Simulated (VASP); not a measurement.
Set up this calculation in VASP 6.6.1, as the native input.

| Quantity | Value |
| --- | --- |
| Task | single point |
| Functional | PBE |
| Potentials or basis | VASP PAW PBE potentials, release 64 (Ba_sv, Os_sv_GW) |
| Cutoff | 500 eV |
| k mesh | 18 × 18 × 6 |
| Occupations | gaussian, width 0.1 eV |
| Spin | no spin polarisation |
| Dipole correction | no |
| Second run | valence_matched |
| Further INCAR settings | ALGO = Normal; EDIFF = 1e-06; NBANDS = 28 |

The structure of BaOs2 lies in POSCAR:

```
BaOs2
1.0
    2.9263377251      0.0000000000      0.0000000000
   -1.4631688626      2.5342828100      0.0000000000
    0.0000000000      0.0000000000      8.3079689630
Ba Os
1 2
Direct
    0.0000000000      0.0000000000      0.5000000000
    0.0000000000      0.0000000000      0.1395377256
    0.0000000000      0.0000000000      0.8604622744
```

One way to write it, as run:

INCAR

```
SYSTEM = BaOs2
PREC     = Accurate       ! precision mode
ENCUT    = 500            ! plane-wave cutoff, eV
EDIFF    = 1E-6           ! SCF threshold, eV
ISMEAR   = 0              ! smearing method
SIGMA    = 0.1            ! smearing width, eV
LREAL    = .False.        ! projectors in reciprocal space
LASPH    = .True.         ! aspherical terms in the spheres
NELM     = 120            ! most SCF steps
ALGO     = Normal         ! electronic algorithm
ISIF     = 2              ! what is computed and relaxed
LWAVE    = .False.        ! write WAVECAR
LCHARG   = .False.        ! write CHGCAR
GGA      = PE             ! functional
NBANDS   = 28             ! bands
GGA_COMPAT= .False.
```

KPOINTS

```
regular mesh
0
Gamma
  18 18 6
  0 0 0
```

Potentials or basis: VASP PAW PBE potentials, release 64 (Ba_sv, Os_sv_GW).

The run is started by

```bash
$ cat potpaw_PBE.64/Ba_sv/POTCAR potpaw_PBE.64/Os_sv_GW/POTCAR > POTCAR
$ mpirun -np 1 vasp_std > vasp.out
```

It gave:

- Pressure: 2.4 GPa
- Largest force: 0.067 eV/Å
- Band gap on the k mesh: zero (band 21 reaches 8.88 eV, above the bottom of band 22 at 6.82 eV)

Caveat: spin-orbit coupling is left out, which moves the levels of the heavy elements.

Wall time 3.6 min on 1 thread of Intel(R) Xeon(R) Platinum 8375C CPU @ 2.90GHz (Ice Lake), with other jobs on the host, peak memory 0.37 GiB.
